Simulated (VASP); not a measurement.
# MnCuAs (P4/nmm) in VASP: single point with PBE

Aim: the single point of MnCuAs with PBE.

Everything below comes from runs of VASP 6.6.1. Logs are shortened: lines on timing, memory, paths and dates and some standing lists are left out, and cuts for length are marked.

## 1. The cell of the first run

The structure is tetragonal, space group P4/nmm (No. 129). The conventional cell has a = 3.681 Å, b = 3.681 Å, c = 6.407 Å, α = 90.00°, β = 90.00°, γ = 90.00°. Mn (site symmetry 4mm) has 5 As at 2.42 to 2.65 Å and 4 Cu at 2.90 Å and 4 Mn at 3.24 Å within 3.3 Å. Cu (site symmetry -4m2) has 4 As at 2.54 Å and 4 Cu at 2.60 Å and 4 Mn at 2.90 Å within 3.4 Å. Within 3.2 Å of As (site symmetry 4mm) lie 5 Mn at 2.42 to 2.65 Å and 4 Cu at 2.54 Å.

## 2. Single point, PBE, collinear spin, antiferromagnetic start

The input, INCAR:

```
SYSTEM = MnCuAs
ALGO = Normal
EDIFF = 1E-6
ENCUT = 600
GGA = PE
GGA_COMPAT = .False.
ISIF = 2
ISMEAR = 0
ISPIN = 2
KPAR = 4
LASPH = .True.
LCHARG = .False.
LMAXMIX = 4
LORBIT = 11
LREAL = .False.
LWAVE = .False.
MAGMOM = 3.71 -3.71 0 0 0 0
NBANDS = 42
NELM = 200
PREC = Accurate
SIGMA = 0.1
```

The input, KPOINTS:

```
k-points
0
Gamma
  10 10 6
  0 0 0
```

The input, POSCAR:

```
MnCuAs
1.0
    3.6814017007      0.0000000000      0.0000000000
    0.0000000000      3.6814017007      0.0000000000
    0.0000000000      0.0000000000      6.4066565018
Mn Cu As
2 2 2
Direct
    0.0000000000      0.5000000000      0.1504761095
    0.5000000000      0.0000000000      0.8495238856
    0.0000000000      0.0000000000      0.4999999989
    0.5000000000      0.5000000000      0.4999999989
    0.0000000000      0.5000000000      0.7730280953
    0.5000000000      0.0000000000      0.2269719119
```

Potentials or basis: VASP PAW PBE potentials, release 64 (Mn_pv, Cu, As).

Started as:

```console
$ cat potpaw_PBE.64/Mn_pv/POTCAR potpaw_PBE.64/Cu/POTCAR potpaw_PBE.64/As/POTCAR > POTCAR
$ mpirun -np 4 vasp_std > vasp.out
```

OUTCAR:

```text
SYSTEM = MnCuAs
   EDIFF = 1E-6
   ENCUT = 600
   GGA = PE
   ISIF = 2
   ISMEAR = 0
   ISPIN = 2
   LASPH = .True.
   LORBIT = 11
   LREAL = .False.
   NELM = 200
   PREC = Accurate

 ion  position               nearest neighbor table
   1  0.000  0.500  0.150-   5 2.42   6 2.65   6 2.65   6 2.65   6 2.65   3 2.90   4 2.90   4 2.90
                             3 2.90
   2  0.500  0.000  0.850-   6 2.42   5 2.65   5 2.65   5 2.65   5 2.65   3 2.90   3 2.90   4 2.90
                             4 2.90
   3  0.000  0.000  0.500-   6 2.54   6 2.54   5 2.54   5 2.54   4 2.60   4 2.60   4 2.60   4 2.60
                             2 2.90   2 2.90   1 2.90   1 2.90
   4  0.500  0.500  0.500-   6 2.54   6 2.54   5 2.54   5 2.54   3 2.60   3 2.60   3 2.60   3 2.60
                             2 2.90   2 2.90   1 2.90   1 2.90
   5  0.000  0.500  0.773-   1 2.42   3 2.54   4 2.54   3 2.54   4 2.54   2 2.65   2 2.65   2 2.65
                             2 2.65
   6  0.500  0.000  0.227-   2 2.42   3 2.54   4 2.54   4 2.54   3 2.54   1 2.65   1 2.65   1 2.65
                             1 2.65

  LATTYP: Found a simple tetragonal cell.
 ALAT       =     3.6814017007
 C/A-ratio  =     1.7402764009

  Lattice vectors:

 A1 = (   3.6814017007,   0.0000000000,   0.0000000000)
 A2 = (   0.0000000000,   3.6814017007,   0.0000000000)
 A3 = (   0.0000000000,   0.0000000000,   6.4066565018)

Analysis of symmetry for initial positions (statically):
=====================================================================
 Subroutine PRICEL returns:
 Original cell was already a primitive cell.

 Routine SETGRP: Setting up the symmetry group for a
 simple tetragonal supercell.

 Subroutine GETGRP returns: Found 16 space group operations
 (whereof  8 operations were pure point group operations)
 out of a pool of 16 trial point group operations.

The static configuration has the point symmetry D_2d.
 The point group associated with its full space group is D_4h.

Analysis of symmetry for dynamics (positions and initial velocities):
=====================================================================
 Subroutine PRICEL returns:
 Original cell was already a primitive cell.

 Routine SETGRP: Setting up the symmetry group for a
 simple tetragonal supercell.

 Subroutine GETGRP returns: Found 16 space group operations
 (whereof  8 operations were pure point group operations)
 out of a pool of 16 trial point group operations.

The dynamic configuration has the point symmetry D_2d.
 The point group associated with its full space group is D_4h.

Analysis of structural, dynamic, and magnetic symmetry:
=====================================================================
 Subroutine PRICEL returns:
[... 162 lines left out ...]
  ---------------------------------------------------
  ext. energy  EPLUGINS =         0.00000000
  ---------------------------------------------------
  free energy    TOTEN  =       -35.21681791 eV

  energy without entropy =      -35.20818591  energy(sigma->0) =      -35.21250191

 E-fermi :   8.1562     XC(G=0): -11.8771

 val. band max:        8.1441150086   @ k =   0.1000   0.1000   0.0000
 cond. band min:       8.1659198503   @ k =   0.5000   0.1000   0.3333
 fundamental gap:      0.0218048416
 Fermi energy:         8.1561920037

 spin component 1

 k-point     1 :       0.0000    0.0000    0.0000
  band No.  band energies     occupation
      1     -41.9161      1.00000
      2     -41.9161      1.00000
      3     -41.7930      1.00000
      4     -38.3444      1.00000
      5     -38.2750      1.00000
      6     -38.2750      1.00000
[... 1045 lines left out ...]
     40      14.8309      0.00000
     41      15.4881      0.00000

 [... further k-points ...]

 spin component 2

 k-point     1 :       0.0000    0.0000    0.0000
  band No.  band energies     occupation
      1     -41.9161      1.00000
      2     -41.9161      1.00000
      3     -41.7930      1.00000
      4     -38.3444      1.00000
      5     -38.2750      1.00000
      6     -38.2750      1.00000
[... 1045 lines left out ...]
     40      14.8309      0.00000
     41      15.4881      0.00000

 [... further k-points ...]

 [bands above 41 left out]

------------------------ aborting loop because EDIFF is reached ----------------------------------------

  FORCE on cell =-STRESS in cart. coord.  units (eV):
  Direction    XX          YY          ZZ          XY          YZ          ZX
  --------------------------------------------------------------------------------------
  -------------------------------------------------------------------------------------
  Total        0.2311552      0.2311552      0.2985410      0.0000000     -0.0000000      0.0000000
  in kB        4.2653677      4.2653677      5.5087965      0.0000000     -0.0000000      0.0000000
  external PRESSURE =       4.6798440 kB  Pullay stress =       0.0000000 kB

 VOLUME and BASIS-vectors are now :
 -----------------------------------------------------------------------------
  energy-cutoff  :      600.00
  volume of cell :       86.83
      direct lattice vectors                 reciprocal lattice vectors
     3.681401701  0.000000000  0.000000000     0.271635665  0.000000000  0.000000000
     0.000000000  3.681401701  0.000000000     0.000000000  0.271635665  0.000000000
     0.000000000  0.000000000  6.406656502     0.000000000  0.000000000  0.156087657

 POSITION                                       TOTAL-FORCE (eV/Angst)
 -----------------------------------------------------------------------------------
      0.00000      1.84070      0.96405        -0.000000      0.000000     -0.000078
      1.84070      0.00000      5.44261        -0.000000      0.000000      0.000078
      0.00000      0.00000      3.20333        -0.000000      0.000000      0.000000
      1.84070      1.84070      3.20333         0.000000     -0.000000      0.000000
      0.00000      1.84070      4.95253         0.000000      0.000000      0.015337
      1.84070      0.00000      1.45413        -0.000000      0.000000     -0.015337
 -----------------------------------------------------------------------------------
    total drift:                                0.000000     -0.000000      0.000023

  FREE ENERGIE OF THE ION-ELECTRON SYSTEM (eV)
  ---------------------------------------------------
  free  energy   TOTEN  =       -35.2168179135 eV

  energy  without entropy=      -35.2081859090  energy(sigma->0) =      -35.21250191

 total charge

# of ion       s       p       d       tot
------------------------------------------
    1        0.241   6.209   5.088  11.537
    2        0.241   6.209   5.088  11.537
    3        0.391   0.400   9.208   9.999
    4        0.391   0.400   9.208   9.999
    5        1.199   1.556   0.075   2.830
    6        1.199   1.556   0.075   2.830
--------------------------------------------------
tot          3.660  16.330  28.741  48.732

 magnetization (x)

# of ion       s       p       d       tot
------------------------------------------
    1        0.034   0.039   3.327   3.401
    2       -0.034  -0.039  -3.327  -3.401
    3        0.000   0.000   0.000   0.000
    4        0.000   0.000   0.000   0.000
    5       -0.011   0.020  -0.003   0.006
    6        0.011  -0.020   0.003  -0.006
--------------------------------------------------
tot         -0.000   0.000   0.000  -0.000
```

OSZICAR:

```text
N       E                     dE             d eps       ncg     rms          rms(c)
DAV:   1     0.600648421103E+03    0.60065E+03   -0.31083E+04 14568   0.206E+03
DAV:   2     0.201837267635E+02   -0.58046E+03   -0.55722E+03 14130   0.481E+02
DAV:   3    -0.366083213447E+02   -0.56792E+02   -0.51968E+02 15342   0.162E+02
DAV:   4    -0.391634033562E+02   -0.25551E+01   -0.25151E+01 19498   0.358E+01
DAV:   5    -0.392308604615E+02   -0.67457E-01   -0.67366E-01 17806   0.579E+00    0.185E+01
DAV:   6    -0.373293233927E+02    0.19015E+01   -0.41761E+01 18112   0.113E+02    0.138E+01
DAV:   7    -0.352143091150E+02    0.21150E+01   -0.97372E+00 16894   0.548E+01    0.486E+00
DAV:   8    -0.352753304104E+02   -0.61021E-01   -0.10295E+00 22582   0.171E+01    0.399E+00
DAV:   9    -0.352396863209E+02    0.35644E-01   -0.41333E-01 21270   0.140E+01    0.175E+00
DAV:  10    -0.352164701263E+02    0.23216E-01   -0.72093E-02 20726   0.537E+00    0.601E-01
DAV:  11    -0.352166349841E+02   -0.16486E-03   -0.11128E-02 21848   0.203E+00    0.234E-01
DAV:  12    -0.352167924456E+02   -0.15746E-03   -0.22046E-03 23188   0.558E-01    0.811E-02
DAV:  13    -0.352168172583E+02   -0.24813E-04   -0.24809E-04 21182   0.187E-01    0.480E-02
DAV:  14    -0.352168174838E+02   -0.22556E-06   -0.14666E-05 22234   0.804E-02    0.121E-02
DAV:  15    -0.352168179135E+02   -0.42971E-06   -0.27127E-06  9840   0.141E-02
   1 F= -.35216818E+02 E0= -.35212502E+02  d E =-.863200E-02  mag=     0.0000
```

Run time: 3.3 min. Hardware: 4 MPI ranks of Intel Xeon Platinum 8259CL at 2.50GHz (Skylake/Cascade Lake), shared host; peak memory 0.66 GiB.

Results:

* Free energy: -35.2168 eV
* Pressure: 0.5 GPa
* Largest force: 0.015 eV/Å
* Band gap on the k mesh: zero (filled and empty bands overlap)
* Net moment: 0.00 μB per cell
* Site moments: Mn +3.40, -3.40; Cu +0.00; As +0.01, -0.01 μB
* Valence electrons inside the program's atomic spheres: Mn 11.54; Cu 10.00; As 2.83

Forces on the atoms (eV/Å):
```
Mn   0.000  0.000  0.000
Mn   0.000  0.000  0.000
Cu   0.000  0.000  0.000
Cu   0.000  0.000  0.000
As   0.000  0.000  0.015
As   0.000  0.000 -0.015
```

Caveat: the antiferromagnetic order is the one typed at the start, and another may lie lower.

The gap in the log of VASP goes by the Fermi energy; the results here count the filled bands.